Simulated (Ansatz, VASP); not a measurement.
Ge: VASP beside Ansatz

```xyz
2
Lattice="-2.6131 2.6131 1.4184 2.6131 -2.6131 1.4184 2.6131 2.6131 -1.4184" Properties=species:S:1:pos:R:3 pbc="T T T"
Ge    2.6131    0.0000    0.7092
Ge    0.0000    0.0000    1.4184
```

Change from the starting cell: strain +0.015 along x and y, +0.015 along z, atoms carried along.

Alike in both runs: task single point; functional PBEsol; k mesh 20 × 20 × 20; occupations gaussian, width 0.15 eV; no spin polarisation.

|  | VASP | Ansatz |
| --- | --- | --- |
| version | VASP 6.6.1 | Ansatz 0.2.0 |
| potentials or method | VASP PAW PBE potentials, release 64 (Ge_d), cutoff 520 eV | scalar-relativistic, plane waves, PAW |
| valence electrons in the cell | 28 | 28 |

```csv
,VASP,Ansatz,Ansatz less VASP
gap on the k mesh at the Fermi level (eV),none,none,-
pressure (GPa),-3.8,-3.8,+0.07
"traceless stress, the component that is largest in VASP (GPa)",0.60,0.58,-0.023
```

VASP's potentials were made for PBE, not for PBEsol. A gap of «none» marks a metal or a gap that the smearing closes.
